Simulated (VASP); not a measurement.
# WS2 in VASP: further runs

WS2 is run at these levels: LDA; tasks: single point.

Everything below comes from runs of VASP 6.6.1. Logs are shortened: lines on timing, memory, paths and dates and some standing lists are left out, and cuts for length are marked.

## 1. The cell of the first run

The cell holds a slab with vacuum, 3 atoms: a = 3.184 Å, b = 3.184 Å, c = 16.951 Å, α = 90.00°, β = 90.00°, γ = 120.00°.

## 2. Single point, LDA

Contents of INCAR:

```
PREC = Accurate ; ENCUT = 500
EDIFF = 1E-6 ; ISMEAR = 1
SIGMA = 0.1 ; LREAL = F
LASPH = T ; NELM = 120
ALGO = Normal ; ISIF = 2
LWAVE = F ; LCHARG = F
NBANDS = 20 ; GGA_COMPAT = F
```

Contents of KPOINTS:

```
regular mesh
0
Gamma
  6 6 1
```

Contents of POSCAR:

```
WS2
1.0
    3.1835200000      0.0000000000      0.0000000000
   -1.5917600000      2.7570100000      0.0000000000
    0.0000000000      0.0000000000     16.9505800000
W S
1 2
Direct
    0.3486857112      0.6528768780     -0.0005648616
    0.6677933579      0.3120323970      0.9079948096
    0.6888467182      0.3308032259      0.0907460492
```

Potentials or basis: VASP PAW LDA potentials, release 64 (W_sv, S).

Run with:

```sh
$ cat potpaw_LDA.64/W_sv/POTCAR potpaw_LDA.64/S/POTCAR > POTCAR
$ mpirun -np 1 vasp_std > vasp.out
```

OUTCAR:

```text
PREC = Accurate
   ENCUT = 500
   EDIFF = 1E-6
   ISMEAR = 1
   LREAL = F
   LASPH = T
   NELM = 120
   ISIF = 2

 ion  position               nearest neighbor table
   1  0.349  0.653  0.999-   3 2.39   2 2.39   2 2.39   3 2.39   3 2.43   2 2.43
   2  0.668  0.312  0.908-   1 2.39   1 2.39   1 2.43
   3  0.689  0.331  0.091-   1 2.39   1 2.39   1 2.43

  LATTYP: Found a hexagonal cell.
 ALAT       =     3.1835200000
 C/A-ratio  =     5.3244773081

  Lattice vectors:

 A1 = (   3.1835200000,   0.0000000000,   0.0000000000)
 A2 = (  -1.5917600000,   2.7570100000,   0.0000000000)
 A3 = (   0.0000000000,   0.0000000000,  16.9505800000)

Analysis of symmetry for initial positions (statically):
=====================================================================
 Subroutine PRICEL returns:
 Original cell was already a primitive cell.

 Routine SETGRP: Setting up the symmetry group for a
 hexagonal supercell.

 Subroutine GETGRP returns: Found  1 space group operations
 (whereof  1 operations were pure point group operations)
 out of a pool of 24 trial point group operations.

The static configuration has the point symmetry C_1 .

Analysis of symmetry for dynamics (positions and initial velocities):
=====================================================================
 Subroutine PRICEL returns:
 Original cell was already a primitive cell.

 Routine SETGRP: Setting up the symmetry group for a
 hexagonal supercell.

 Subroutine GETGRP returns: Found  1 space group operations
 (whereof  1 operations were pure point group operations)
 out of a pool of 24 trial point group operations.

The dynamic configuration has the point symmetry C_1 .

 Subroutine INISYM returns: Found  1 space group operations
 (whereof  1 operations are pure point group operations),
 and found     1 'primitive' translations

----------------------------------------------------------------------------------------

                                     Primitive cell

  volume of cell :     148.7752

  direct lattice vectors                    reciprocal lattice vectors
     3.183520000  0.000000000  0.000000000     0.314117706  0.181355889  0.000000000
    -1.591760000  2.757010000  0.000000000     0.000000000  0.362711778  0.000000000
     0.000000000  0.000000000 16.950580000     0.000000000  0.000000000  0.058995031

  length of vectors
     3.183520000  3.183520698 16.950580000     0.362711858  0.362711778  0.058995031

  position of ions in fractional coordinates (direct lattice)
     0.348685711  0.652876878  0.999435138
     0.667793358  0.312032397  0.907994810
     0.688846718  0.330803226  0.090746049

  ion indices of the primitive-cell ions
   primitive index   ion index
                 1           1
                 2           2
                 3           3

----------------------------------------------------------------------------------------

 KPOINTS: regular mesh

Automatic generation of k-mesh.
 Grid dimensions read from file:
 generate k-points for:    6    6    1

 Generating k-lattice:

  Cartesian coordinates                     Fractional coordinates (reciprocal lattice)
     0.052352951  0.030225982  0.000000000     0.166666667 -0.000000000  0.000000000
     0.000000000  0.060451963  0.000000000     0.000000000  0.166666667  0.000000000
     0.000000000  0.000000000  0.058995031     0.000000000  0.000000000  1.000000000

  Length of vectors
     0.060451976  0.060451963  0.058995031

  Shift w.r.t. Gamma in fractional coordinates (k-lattice)
     0.000000000  0.000000000  0.000000000

 Subroutine IBZKPT returns following result:
 ===========================================

 Found     20 irreducible k-points:

 Following reciprocal coordinates:
            Coordinates               Weight
  0.000000  0.000000  0.000000      1.000000
  0.166667  0.000000  0.000000      2.000000
  0.000000  0.166667  0.000000      2.000000
 -0.166667  0.166667  0.000000      2.000000
  0.333333  0.000000  0.000000      2.000000
  0.000000  0.333333  0.000000      2.000000
[... 12 lines left out ...]
  0.500000 -0.166667  0.000000      2.000000
  0.333333  0.333333  0.000000      2.000000
   k-points           NKPTS =     20   k-points in BZ     NKDIM =     20   number of bands    NBANDS=     20
   number of dos      NEDOS =    301   number of ions     NIONS =      3
   total plane-waves  NPLWV =  72576
   dimension x,y,z NGX =    24 NGY =   24 NGZ =  126
   dimension x,y,z NGXF=    48 NGYF=   48 NGZF=  252
   ions per type =               1   2
   NGX,Y,Z   is equivalent  to a cutoff of  12.53, 12.53, 12.36 a.u.
   NGXF,Y,Z  is equivalent  to a cutoff of  25.07, 25.07, 24.72 a.u.
 SYSTEM =  unknown system
   PREC   = accura    normal or accurate (medium, high low for compatibility)
   ISTART =      0    job   : 0-new  1-cont  2-samecut
   ICHARG =      2    charge: 1-file 2-atom 10-const
   ISPIN  =      1    spin polarized calculation?
   LNONCOLLINEAR =      F non collinear calculations
   LSORBIT =      F    spin-orbit coupling
   LASPH  =      T    aspherical Exc in radial PAW
   ENCUT  =  500.0 eV  36.75 Ry    6.06 a.u.   5.80  5.80 30.90*2*pi/ulx,y,z
   NELM   =    120;   NELMIN=  2; NELMDL= -5     # of ELM steps
   EDIFF  = 0.1E-05   stopping-criterion for ELM
   LREAL  =      F    real-space projection
   EDIFFG = 0.1E-04   stopping-criterion for IOM
   NSW    =      0    number of steps for IOM
   IBRION =     -1    ionic relax: 0-MD 1-quasi-New 2-CG
   NFREE  =      0    steps in history (QN), initial steepest desc. (CG)
   ISIF   =      2    stress and relaxation
   ISYM   =      2    0-nonsym 1-usesym 2-fastsym
   POTIM  = 0.5000    time-step for ionic-motion
   TEBEG  =    0.0;   TEEND  =   0.0 temperature during run
   PSTRESS=    0.0 pullay stress
   NELECT =      26.0000    total number of electrons
   NUPDOWN=      -1.0000    fix difference up-down
   EMIN   =  10.00;   EMAX   =-10.00  energy-range for DOS
   EFERMI =   0.00;   METHOD = LEGACY
   ISMEAR =     1;   SIGMA  =   0.10  broadening in eV -4-tet -1-fermi 0-gaus
   EFERMI_NEDOS =   21; number of points for ismear=-14 and -15
   IALGO  =     38    algorithm
   IMIX   =      4    mixing-type and parameters
     AMIX     =   0.40;   BMIX     =  1.00
     AMIX_MAG =   1.60;   BMIX_MAG =  1.00
  volume/ion in A,a.u.               =      49.59       334.66
  Fermi-wavevector in a.u.,A,eV,Ry     =   0.915284  1.729636 11.398205  0.837744
  Thomas-Fermi vector in A             =   2.040008
   LORBIT       =      0    0 simple, 1 ext, 2 COOP (PROOUT), +10 PAW based schemes
   GGA     = CA    functional components
   LHFCALC =     F    Hartree Fock is set to
   AEXX    =    0.0000 exact exchange contribution
   IVDW    =     0    specifies the selected vdW correction
   LEPSILON=     F    determine dielectric tensor
   LRPA    =     F    only Hartree local field effects (RPA)
 non-spin polarized calculation
 Methfessel and Paxton  Order N= 1 SIGMA  =   0.10
  energy-cutoff  :      500.00
  volume of cell :      148.78
 maximum number of plane-waves:      3785
   NGX = 11   NGY = 11   NGZ = 61

 number of electron      26.0000000 magnetization

 Free energy of the ion-electron system (eV)
  ---------------------------------------------------
  ext. energy  EPLUGINS =         0.00000000
  ---------------------------------------------------
  free energy    TOTEN  =       -26.10566055 eV

  energy without entropy =      -26.10622435  energy(sigma->0) =      -26.10584848

 E-fermi :  -1.3526     XC(G=0):  -4.6292

 val. band max:       -1.4157690585   @ k =   0.0000   0.0000   0.0000
 cond. band min:       0.2900805210   @ k =   0.3333   0.3333   0.0000
 fundamental gap:      1.7058495795
 Fermi energy:        -1.3526171539

 k-point     1 :       0.0000    0.0000    0.0000
  band No.  band energies     occupation
      1     -74.9770      2.00000
      2     -39.4960      2.00000
      3     -39.3332      2.00000
      4     -39.3298      2.00000
      5     -16.1550      2.00000
      6     -14.4303      2.00000
[... 12 lines left out ...]
     19       4.2659      0.00000
     20       4.2708      0.00000

 k-point     2 :       0.1667    0.0000    0.0000
  band No.  band energies     occupation
      1     -74.9727      2.00000
      2     -39.4802      2.00000
      3     -39.4175      2.00000
      4     -39.3528      2.00000
      5     -15.7105      2.00000
      6     -14.2752      2.00000
[... 12 lines left out ...]
     19       4.7900      0.00000
     20       5.4761      0.00000

 k-point     3 :       0.0000    0.1667    0.0000
  band No.  band energies     occupation
      1     -74.9727      2.00000
      2     -39.4802      2.00000
      3     -39.4181      2.00000
      4     -39.3523      2.00000
      5     -15.7096      2.00000
      6     -14.2763      2.00000
[... 12 lines left out ...]
     19       4.7907      0.00000
     20       5.4752      0.00000

 k-point     4 :      -0.1667    0.1667    0.0000
  band No.  band energies     occupation
      1     -74.9727      2.00000
      2     -39.4801      2.00000
      3     -39.4206      2.00000
      4     -39.3502      2.00000
      5     -15.7062      2.00000
      6     -14.2809      2.00000
[... 12 lines left out ...]
     19       4.7934      0.00000
     20       5.4709      0.00000

 k-point     5 :       0.3333    0.0000    0.0000
  band No.  band energies     occupation
      1     -74.9640      2.00000
      2     -39.5877      2.00000
      3     -39.4486      2.00000
      4     -39.3931      2.00000
      5     -14.6724      2.00000
      6     -13.9219      2.00000
[... 12 lines left out ...]
     19       5.8971      0.00000
     20       5.9691      0.00000
[... 261 lines left out ...]
      6     -13.7208      2.00000
[... 12 lines left out ...]
     19       6.8652      0.00000
     20       7.0468      0.00000

 k-point    18 :       0.1667    0.3333    0.0000
  band No.  band energies     occupation
      1     -74.9597      2.00000
      2     -39.6285      2.00000
      3     -39.4576      2.00000
      4     -39.4327      2.00000
      5     -14.0388      2.00000
      6     -13.6993      2.00000
[... 12 lines left out ...]
     19       6.8429      0.00000
     20       7.0560      0.00000

 k-point    19 :       0.5000   -0.1667    0.0000
  band No.  band energies     occupation
      1     -74.9597      2.00000
      2     -39.6294      2.00000
      3     -39.4569      2.00000
      4     -39.4327      2.00000
      5     -14.0371      2.00000
      6     -13.7031      2.00000
[... 12 lines left out ...]
     19       6.8830      0.00000
     20       7.0525      0.00000

 k-point    20 :       0.3333    0.3333    0.0000
  band No.  band energies     occupation
      1     -74.9575      2.00000
      2     -39.5879      2.00000
      3     -39.5520      2.00000
      4     -39.4246      2.00000
      5     -13.6891      2.00000
      6     -13.5656      2.00000
[... 12 lines left out ...]
     19       5.6286      0.00000
     20       7.8142      0.00000

------------------------ aborting loop because EDIFF is reached ----------------------------------------

  FORCE on cell =-STRESS in cart. coord.  units (eV):
  Direction    XX          YY          ZZ          XY          YZ          ZX
  --------------------------------------------------------------------------------------
  -------------------------------------------------------------------------------------
  Total       -1.8358478     -1.9082069     -0.4490502     -0.0984450     -0.7823858     -0.5609063
  in kB      -19.7704598    -20.5497036     -4.8358738     -1.0601660     -8.4256037     -6.0404656
  external PRESSURE =     -15.0520124 kB  Pullay stress =       0.0000000 kB

 VOLUME and BASIS-vectors are now :
 -----------------------------------------------------------------------------
  energy-cutoff  :      500.00
  volume of cell :      148.78
      direct lattice vectors                 reciprocal lattice vectors
     3.183520000  0.000000000  0.000000000     0.314117706  0.181355889  0.000000000
    -1.591760000  2.757010000  0.000000000     0.000000000  0.362711778  0.000000000
     0.000000000  0.000000000 16.950580000     0.000000000  0.000000000  0.058995031

 POSITION                                       TOTAL-FORCE (eV/Angst)
 -----------------------------------------------------------------------------------
      0.07082      1.79999     16.94101        -0.299279      0.107256     -0.028757
      1.62925      0.86028     15.39104         0.330609      0.198967      0.149128
      1.66640      0.91203      1.53820        -0.031329     -0.306222     -0.120371
 -----------------------------------------------------------------------------------
    total drift:                               -0.000074      0.000056     -0.000368

  FREE ENERGIE OF THE ION-ELECTRON SYSTEM (eV)
  ---------------------------------------------------
  free  energy   TOTEN  =       -26.1056605468 eV

  energy  without entropy=      -26.1062243487  energy(sigma->0) =      -26.10584848
```

Run time: 67 s. Hardware: 1 thread of Intel Xeon Platinum 8259CL at 2.50GHz (Skylake/Cascade Lake), shared host; peak memory 0.22 GiB.

What came out:

```yaml
Free_energy: -26.1057 eV
Largest_force: 0.414 eV/Å
Band_gap_on_the_k_mesh: 1.71 eV, indirect (least direct gap 1.75 eV)
```

Forces in eV/Å, atoms in the order of the input:
```
W   -0.299  0.107 -0.029
S    0.331  0.199  0.149
S   -0.031 -0.306 -0.120
```

Levels at points of the mesh, in eV from the valence-band top:
```
           k point  band 11  band 12  band 13  band 14  band 15  band 16
(0.00, 0.00, 0.00)    -1.78    -1.64     0.00     2.75     2.93     3.08
(0.50, 0.00, 0.00)    -2.04    -1.31    -0.88     2.78     3.25     3.98
(0.00, 0.50, 0.00)    -2.05    -1.31    -0.89     2.77     3.25     3.99
(0.50, 0.50, 0.00)    -2.08    -1.29    -0.94     2.76     3.25     4.07
```

Caveat: spin-orbit coupling is left out, which moves the levels of the heavy elements.

## 3. Single point, LDA

Contents of INCAR:

```
PREC     = Accurate       # precision mode
ENCUT    = 500            # plane-wave cutoff, eV
EDIFF    = 1E-6           # SCF threshold, eV
ISMEAR   = 1              # smearing method
SIGMA    = 0.1            # smearing width, eV
LREAL    = F              # projectors in reciprocal space
LASPH    = T              # aspherical terms in the spheres
NELM     = 120            # most SCF steps
ALGO     = Normal         # electronic algorithm
ISIF     = 2              # what is computed and relaxed
LWAVE    = F              # write WAVECAR
LCHARG   = F              # write CHGCAR
NBANDS   = 20             # bands
GGA_COMPAT= F
```

KPOINTS is that of step 2.

Contents of POSCAR:

```
WS2
1.0
    3.1835200000      0.0000000000      0.0000000000
   -1.5917600000      2.7570100000      0.0000000000
    0.0000000000      0.0000000000     16.9505800000
W S
1 2
Direct
    0.3468441672      0.6542446895     -0.0009139784
    0.6702709134      0.3128064167      0.9083465708
    0.6882107188      0.3286614041      0.0907428947
```

Potentials or basis: VASP PAW LDA potentials, release 64 (W_sv, S).

Run with:

```sh
$ cat potpaw_LDA.64/W_sv/POTCAR potpaw_LDA.64/S/POTCAR > POTCAR
$ mpirun -np 1 vasp_std > vasp.out
```

Run time: 56 s. Hardware: 1 thread of Intel Xeon Platinum 8259CL at 2.50GHz (Skylake/Cascade Lake), shared host; peak memory 0.22 GiB.

Results (log left out):

```
Free energy            : -26.1105 eV
Largest force          : 0.323 eV/Å
Band gap on the k mesh : 1.68 eV, indirect (least direct gap 1.75 eV)
```

Forces in eV/Å, atoms in the order of the input:
```
W   -0.052 -0.022  0.254
S    0.186  0.231 -0.047
S   -0.134 -0.209 -0.206
```

Levels at points of the mesh, in eV from the valence-band top:
| k point | band 10 | band 11 | band 12 | band 13 | band 14 | band 15 | band 16 | band 17 |
| --- | --- | --- | --- | --- | --- | --- | --- | --- |
| (0.00, 0.00, 0.00) | -2.05 | -1.75 | -1.73 | 0.00 | 2.82 | 2.85 | 3.11 | 3.12 |
| (0.50, 0.00, 0.00) | -3.53 | -2.06 | -1.32 | -0.91 | 2.76 | 3.24 | 4.01 | 4.79 |
| (0.00, 0.50, 0.00) | -3.52 | -2.06 | -1.32 | -0.92 | 2.75 | 3.24 | 4.02 | 4.78 |
| (0.50, 0.50, 0.00) | -3.52 | -2.06 | -1.32 | -0.93 | 2.75 | 3.24 | 4.03 | 4.76 |

Caveat: spin-orbit coupling is left out, which moves the levels of the heavy elements.

[end of part 1 of 2]
